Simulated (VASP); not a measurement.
Here is a VASP 6.6.1 calculation.

The input POSCAR:

```
CsH
1.0
    3.0304150112      3.0304150112      0.0000000000
   -3.0304150112      3.0304150112      0.0000000000
    0.0000000000      3.0304150112      3.0304150112
Cs H
1 1
Direct
    0.0000000000      0.0000000000      0.0000000000
    0.5000000000      0.5000000000      0.0000000000
```

INCAR.step1

```
PREC = Accurate
ENCUT = 520
ISMEAR = 0
SIGMA = 0.01
LREAL = F
LASPH = T
NELM = 60
NBANDS = 12
GGA = PE
ALGO = Normal
EDIFF = 1E-4
LWAVE = T
LCHARG = F
```

INCAR.step2

```
PREC = Accurate
ENCUT = 520
EDIFF = 1E-6
ISMEAR = 0
SIGMA = 0.01
LREAL = F
LASPH = T
NELM = 60
ALGO = Normal
ISIF = 2
LWAVE = F
LCHARG = F
METAGGA = R2SCAN
LMIXTAU = T
NBANDS = 12
ISTART = 1
```

KPOINTS

```
Automatic mesh
0
Gamma
  6 6 6
```

Potentials or basis: VASP PAW PBE potentials, release 64 (Cs_sv, H).

The run is started by

```console
$ cat potpaw_PBE.64/Cs_sv/POTCAR potpaw_PBE.64/H/POTCAR > POTCAR
$ cp INCAR.step1 INCAR
$ mpirun -np 1 vasp_std > vasp.out
$ cp INCAR.step2 INCAR
$ mpirun -np 1 vasp_std > vasp.out
```

**Question.** Predict the pressure.

**Answer.** 2.1 GPa.

**Question.** What does it give for the band gap on the k mesh?

**Answer.** 2.45 eV, direct.

Caveat: the PAW data sets were made with another functional, which shifts forces and pressure a little; spin-orbit coupling is left out, which moves the levels of the heavy elements. A k mesh can miss the band edges.
